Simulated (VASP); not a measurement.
# BN (R3m) in VASP: notebook

The runs below take BN through single point, with PBE+D3(BJ).

All numbers are computed with VASP 6.6.1; they aren't measurements. Logs are shortened: lines on timing, memory, paths and dates and some standing lists are left out, and cuts for length are marked.

### 1 The cell of the first run

The structure is trigonal, space group R3m (No. 160). The conventional cell has a = 2.402 Å, b = 2.402 Å, c = 10.928 Å, α = 90.00°, β = 90.00°, γ = 120.00°. Within 1.9 Å of B (site symmetry 3m) lie 3 N at 1.39 Å. N (site symmetry 3m) has 3 B at 1.39 Å within 1.9 Å.

### 2 Single point, PBE+D3(BJ) (strain -0.040 along x and y, +0.080 along z)

INCAR reads:

```
SYSTEM = BN
PREC = Accurate
ENCUT = 520
EDIFF = 1E-6
ISMEAR = 0
SIGMA = 0.05
LREAL = .False.
LASPH = .True.
NELM = 80
ALGO = Normal
ISIF = 2
LWAVE = .False.
LCHARG = .False.
GGA = PE
IVDW = 12
NBANDS = 11
```

KPOINTS reads:

```
Automatic mesh
0
Gamma
  12 12 12
  0 0 0
```

POSCAR reads:

```
BN
1.0
    1.2010769119      0.6934420784      3.6427691556
   -1.2010769119      0.6934420784      3.6427691556
    0.0000000000     -1.3868841568      3.6427691556
B N
1 1
Direct
    0.9996712000      0.9996712000      0.9996712000
    0.3327618000      0.3327618000      0.3327618000
```

Potentials or basis: VASP PAW PBE potentials, release 64 (B, N).

Launch:

```
cat potpaw_PBE.64/B/POTCAR potpaw_PBE.64/N/POTCAR > POTCAR
mpirun -np 1 vasp_std > vasp.out
```

OUTCAR:

```text
SYSTEM = BN
   PREC = Accurate
   ENCUT = 520
   EDIFF = 1E-6
   ISMEAR = 0
   LREAL = .False.
   LASPH = .True.
   NELM = 80
   ISIF = 2
   GGA = PE
   IVDW = 12
 IVDW          = 12

 ion  position               nearest neighbor table
   1  1.000  1.000  1.000-   2 1.39   2 1.39   2 1.39
   2  0.333  0.333  0.333-   1 1.39   1 1.39   1 1.39

  LATTYP: Found a trigonal (rhomboedric) cell.
 ALAT       =     3.8978474554
 COS(alpha) =     0.8101013158

  Lattice vectors:

 A1 = (   1.2010769119,   0.6934420784,   3.6427691556)
 A2 = (  -1.2010769119,   0.6934420784,   3.6427691556)
 A3 = (   0.0000000000,  -1.3868841568,   3.6427691556)

Analysis of symmetry for initial positions (statically):
=====================================================================
 Subroutine PRICEL returns:
 Original cell was already a primitive cell.

 Routine SETGRP: Setting up the symmetry group for a
 trigonal (rhombohedral) supercell.

 Subroutine GETGRP returns: Found  6 space group operations
 (whereof  6 operations were pure point group operations)
 out of a pool of 12 trial point group operations.

The static configuration has the point symmetry C_3v.

Analysis of symmetry for dynamics (positions and initial velocities):
=====================================================================
 Subroutine PRICEL returns:
 Original cell was already a primitive cell.

 Routine SETGRP: Setting up the symmetry group for a
 trigonal (rhombohedral) supercell.

 Subroutine GETGRP returns: Found  6 space group operations
 (whereof  6 operations were pure point group operations)
 out of a pool of 12 trial point group operations.

The dynamic configuration has the point symmetry C_3v.

 Subroutine INISYM returns: Found  6 space group operations
 (whereof  6 operations are pure point group operations),
 and found     1 'primitive' translations

----------------------------------------------------------------------------------------

                                     Primitive cell

  volume of cell :      18.2039

  direct lattice vectors                    reciprocal lattice vectors
     1.201076912  0.693442078  3.642769156     0.416293074  0.240346918  0.091505478
    -1.201076912  0.693442078  3.642769156    -0.416293074  0.240346918  0.091505478
     0.000000000 -1.386884157  3.642769156     0.000000000 -0.480693837  0.091505478

  length of vectors
     3.897847455  3.897847455  3.897847455     0.489325881  0.489325881  0.489325881

  position of ions in fractional coordinates (direct lattice)
     0.999671200  0.999671200  0.999671200
     0.332761800  0.332761800  0.332761800

  ion indices of the primitive-cell ions
   primitive index   ion index
                 1           1
                 2           2

----------------------------------------------------------------------------------------

 KPOINTS: Automatic mesh

Automatic generation of k-mesh.
 Grid dimensions read from file:
 generate k-points for:   12   12   12

 Generating k-lattice:

  Cartesian coordinates                     Fractional coordinates (reciprocal lattice)
     0.034691090  0.020028910  0.007625457     0.083333333 -0.000000000  0.000000000
    -0.034691090  0.020028910  0.007625457    -0.000000000  0.083333333  0.000000000
     0.000000000 -0.040057820  0.007625457     0.000000000  0.000000000  0.083333333

  Length of vectors
     0.040777157  0.040777157  0.040777157

  Shift w.r.t. Gamma in fractional coordinates (k-lattice)
     0.000000000  0.000000000  0.000000000

 Subroutine IBZKPT returns following result:
 ===========================================

 Found    189 irreducible k-points:

 Following reciprocal coordinates:
            Coordinates               Weight
  0.000000  0.000000  0.000000      1.000000
  0.083333  0.000000  0.000000      6.000000
  0.166667  0.000000  0.000000      6.000000
  0.250000  0.000000  0.000000      6.000000
  0.333333 -0.000000  0.000000      6.000000
  0.416667  0.000000  0.000000      6.000000
[... 16 lines left out ...]
  0.500000  0.166667  0.000000     12.000000
 -0.416667  0.166667 -0.000000     12.000000
 [... further k-points ...]
   k-points           NKPTS =    189   k-points in BZ     NKDIM =    189   number of bands    NBANDS=     11
   number of dos      NEDOS =    301   number of ions     NIONS =      2
   total plane-waves  NPLWV =  27000
   dimension x,y,z NGX =    30 NGY =   30 NGZ =   30
   dimension x,y,z NGXF=    60 NGYF=   60 NGZF=   60
   ions per type =               1   1
   NGX,Y,Z   is equivalent  to a cutoff of  12.80, 12.80, 12.80 a.u.
   NGXF,Y,Z  is equivalent  to a cutoff of  25.59, 25.59, 25.59 a.u.
 SYSTEM =  BN
   PREC   = accura    normal or accurate (medium, high low for compatibility)
   ISTART =      0    job   : 0-new  1-cont  2-samecut
   ICHARG =      2    charge: 1-file 2-atom 10-const
   ISPIN  =      1    spin polarized calculation?
   LNONCOLLINEAR =      F non collinear calculations
   LSORBIT =      F    spin-orbit coupling
   LASPH  =      T    aspherical Exc in radial PAW
   ENCUT  =  520.0 eV  38.22 Ry    6.18 a.u.   7.25  7.25  7.25*2*pi/ulx,y,z
   NELM   =     80;   NELMIN=  2; NELMDL= -5     # of ELM steps
   EDIFF  = 0.1E-05   stopping-criterion for ELM
   LREAL  =      F    real-space projection
   EDIFFG = 0.1E-04   stopping-criterion for IOM
   NSW    =      0    number of steps for IOM
   IBRION =     -1    ionic relax: 0-MD 1-quasi-New 2-CG
   NFREE  =      0    steps in history (QN), initial steepest desc. (CG)
   ISIF   =      2    stress and relaxation
   ISYM   =      2    0-nonsym 1-usesym 2-fastsym
   POTIM  = 0.5000    time-step for ionic-motion
   TEBEG  =    0.0;   TEEND  =   0.0 temperature during run
   PSTRESS=    0.0 pullay stress
   NELECT =       8.0000    total number of electrons
   NUPDOWN=      -1.0000    fix difference up-down
   EMIN   =  10.00;   EMAX   =-10.00  energy-range for DOS
   EFERMI =   0.00;   METHOD = LEGACY
   ISMEAR =     0;   SIGMA  =   0.05  broadening in eV -4-tet -1-fermi 0-gaus
   EFERMI_NEDOS =   21; number of points for ismear=-14 and -15
   IALGO  =     38    algorithm
   IMIX   =      4    mixing-type and parameters
     AMIX     =   0.40;   BMIX     =  1.00
     AMIX_MAG =   1.60;   BMIX_MAG =  1.00
  volume/ion in A,a.u.               =       9.10        61.42
  Fermi-wavevector in a.u.,A,eV,Ry     =   1.244658  2.352063 21.077801  1.549175
  Thomas-Fermi vector in A             =   2.378915
   LORBIT       =      0    0 simple, 1 ext, 2 COOP (PROOUT), +10 PAW based schemes
   GGA     = PE    functional components
   LHFCALC =     F    Hartree Fock is set to
   AEXX    =    0.0000 exact exchange contribution
   IVDW    =    12    specifies the selected vdW correction
   LEPSILON=     F    determine dielectric tensor
   LRPA    =     F    only Hartree local field effects (RPA)
 non-spin polarized calculation
 Gauss-broadening in eV      SIGMA  =   0.05
  energy-cutoff  :      520.00
  volume of cell :       18.20
 maximum number of plane-waves:       517
 NGX is ok and might be reduce to    30
   NGX = 15   NGY = 15   NGZ = 15

 number of electron       7.9999999 magnetization

 Free energy of the ion-electron system (eV)
  ---------------------------------------------------
  ext. energy  EPLUGINS =         0.00000000
  ---------------------------------------------------
  free energy    TOTEN  =       -17.33475882 eV

  energy without entropy =      -17.33475882  energy(sigma->0) =      -17.33475882

 E-fermi :   2.3454     XC(G=0):  -9.6952

 val. band max:        2.0817041809   @ k =  -0.3333   0.3333   0.0000
 cond. band min:       6.7279425333   @ k =   0.5000   0.5000   0.0000
 fundamental gap:      4.6462383524
 Fermi energy:         2.3453530876

 k-point     1 :       0.0000    0.0000    0.0000
  band No.  band energies     occupation
      1     -16.4051      2.00000
      2      -3.1825      2.00000
      3       0.9238      2.00000
      4       0.9238      2.00000
      5       6.7625      0.00000
      6      14.7737      0.00000
      7      14.7737      0.00000
      8      16.4449      0.00000
      9      18.7232      0.00000
     10      28.1540      0.00000
     11      29.8633      0.00000

 k-point     2 :       0.0833    0.0000    0.0000
  band No.  band energies     occupation
      1     -16.2569      2.00000
      2      -3.0019      2.00000
      3       0.3275      2.00000
      4       0.6298      2.00000
      5       7.0397      0.00000
      6      14.7153      0.00000
      7      15.4443      0.00000
      8      15.9323      0.00000
      9      19.1714      0.00000
     10      27.5193      0.00000
     11      30.2410      0.00000

 k-point     3 :       0.1667    0.0000    0.0000
  band No.  band energies     occupation
      1     -15.8195      2.00000
      2      -2.4678      2.00000
      3      -1.1823      2.00000
      4      -0.0819      2.00000
      5       7.8087      0.00000
      6      14.5168      0.00000
      7      14.6056      0.00000
      8      17.2627      0.00000
      9      20.2213      0.00000
     10      25.7116      0.00000
     11      29.5496      0.00000
[... 267 lines left out ...]
 k-point    23 :       0.5000    0.1667    0.0000
  band No.  band energies     occupation
      1     -12.9918      2.00000
      2      -6.4459      2.00000
      3      -3.4223      2.00000
      4       0.9275      2.00000
      5       8.1657      0.00000
      6      13.9699      0.00000
      7      16.2510      0.00000
      8      17.9242      0.00000
      9      19.5157      0.00000
     10      23.8792      0.00000
     11      26.3097      0.00000

 k-point    24 :      -0.4167    0.1667   -0.0000
  band No.  band energies     occupation
      1     -12.5937      2.00000
      2      -7.0366      2.00000
      3      -3.6044      2.00000
      4       1.5883      2.00000
      5       7.4499      0.00000
      6      14.4871      0.00000
      7      16.1582      0.00000
      8      17.0207      0.00000
      9      19.6784      0.00000
     10      24.8076      0.00000
     11      26.2007      0.00000

 [... further k-points ...]

------------------------ aborting loop because EDIFF is reached ----------------------------------------

 Edisp (eV)   -0.27272

 E8    (eV) :    -0.0790

  FORCE on cell =-STRESS in cart. coord.  units (eV):
  Direction    XX          YY          ZZ          XY          YZ          ZX
  --------------------------------------------------------------------------------------
  -------------------------------------------------------------------------------------
  Total       5.80099     5.80099    -0.24555     0.00000     0.00000     0.00000
  in kB     510.56200   510.56200   -21.61178     0.00000     0.00000     0.00000
  external pressure =      333.17 kB  Pullay stress =        0.00 kB

 VOLUME and BASIS-vectors are now :
 -----------------------------------------------------------------------------
  energy-cutoff  :      520.00
  volume of cell :       18.20
      direct lattice vectors                 reciprocal lattice vectors
     1.201076912  0.693442078  3.642769156     0.416293074  0.240346918  0.091505478
    -1.201076912  0.693442078  3.642769156    -0.416293074  0.240346918  0.091505478
     0.000000000 -1.386884157  3.642769156     0.000000000 -0.480693837  0.091505478

 POSITION                                       TOTAL-FORCE (eV/Angst)
 -----------------------------------------------------------------------------------
      0.00000      0.00000     10.92471         0.000000      0.000000     -0.023180
      0.00000      0.00000      3.63652         0.000000      0.000000      0.023180
 -----------------------------------------------------------------------------------
    total drift:                               -0.000000      0.000000     -0.000035

  FREE ENERGIE OF THE ION-ELECTRON SYSTEM (eV)
  ---------------------------------------------------
  free  energy   TOTEN  =       -17.6074825135 eV

  energy  without entropy=      -17.6074825135  energy(sigma->0) =      -17.60748251
```

It took 51 s on 1 thread of Intel Xeon Platinum 8375C at 2.90GHz (Ice Lake), shared host; peak memory 0.19 GiB.

What came out:

| Property | Result |
| --- | --- |
| Free energy | -17.6075 eV |
| Pressure | 33.3 GPa |
| Largest force | 0.023 eV/Å |
| Band gap on the k mesh | 4.65 eV, indirect (least direct gap 5.00 eV) |
| Dispersion energy per atom | -0.136 eV |

Forces in eV/Å, atoms in the order of the input:
```
B    0.000  0.000 -0.023
N    0.000  0.000  0.023
```

Stress tensor (GPa, compression positive):
```
51.06  0.00  0.00
 0.00 51.06  0.00
 0.00  0.00 -2.16
```

Caveat: the cell differs from its parent crystal (strain -0.040 along x and y, +0.080 along z). A k mesh can miss the band edges.

### 3 Single point, PBE+D3(BJ) (strain +0.040 along x and y, -0.080 along z)

INCAR reads:

```
SYSTEM = BN
ALGO = Normal ; EDIFF = 1E-7
ENCUT = 520 ; GGA = PE
ISIF = 2 ; ISMEAR = 0
IVDW = 12 ; LASPH = .TRUE.
LCHARG = .FALSE. ; LREAL = .FALSE.
LWAVE = .FALSE. ; NBANDS = 11
NELM = 100 ; PREC = Accurate
SIGMA = 0.05
```

KPOINTS reads:

```
k-points
0
G
  12 12 12
  0 0 0
```

POSCAR reads:

```
BN
1.0
    1.3011666545      0.7512289182      3.1030996510
   -1.3011666545      0.7512289182      3.1030996510
    0.0000000000     -1.5024578365      3.1030996510
B N
1 1
Direct
    0.9996712000      0.9996712000      0.9996712000
    0.3327618000      0.3327618000      0.3327618000
```

Potentials or basis: VASP PAW PBE potentials, release 64 (B, N).

Launch:

```
cat potpaw_PBE.64/B/POTCAR potpaw_PBE.64/N/POTCAR > POTCAR
mpirun -np 1 vasp_std > vasp.out
```

Wall time 64 s (1 thread of Intel Xeon Platinum 8259CL at 2.50GHz (Skylake/Cascade Lake), shared host); peak memory 0.19 GiB.

It converged, with:

| Item | Value |
| --- | --- |
| Free energy | -17.6917 eV |
| Pressure | -23.7 GPa |
| Largest force | 0.061 eV/Å |
| Band gap on the k mesh | 3.79 eV, indirect (least direct gap 4.44 eV) |
| Dispersion energy per atom | -0.142 eV |

Forces on the atoms (eV/Å):
```
B    0.000  0.000  0.061
N    0.000  0.000 -0.061
```

Stress tensor (GPa, compression positive):
```
-36.65   0.00   0.00
  0.00 -36.65   0.00
  0.00   0.00   2.33
```

Levels at points of the mesh, in eV from the valence-band top:
| k point | band 1 | band 2 | band 3 | band 4 | band 5 | band 6 | band 7 | band 8 | band 9 |
| --- | --- | --- | --- | --- | --- | --- | --- | --- | --- |
| (0.00, 0.00, 0.00) | -17.29 | -3.10 | -1.46 | -1.46 | 5.49 | 10.68 | 10.68 | 11.82 | 13.39 |
| (0.50, 0.00, 0.00) | -14.36 | -8.62 | -3.92 | -0.39 | 5.07 | 8.89 | 12.82 | 15.41 | 19.69 |
| (0.50, 0.50, 0.00) | -14.22 | -8.38 | -4.06 | -1.31 | 3.79 | 8.54 | 14.19 | 17.81 | 19.44 |
| (0.50, 0.50, 0.50) | -16.80 | -6.05 | -1.51 | -1.51 | 10.20 | 10.53 | 10.53 | 10.53 | 17.25 |

Caveat: the cell differs from its parent crystal (strain +0.040 along x and y, -0.080 along z).
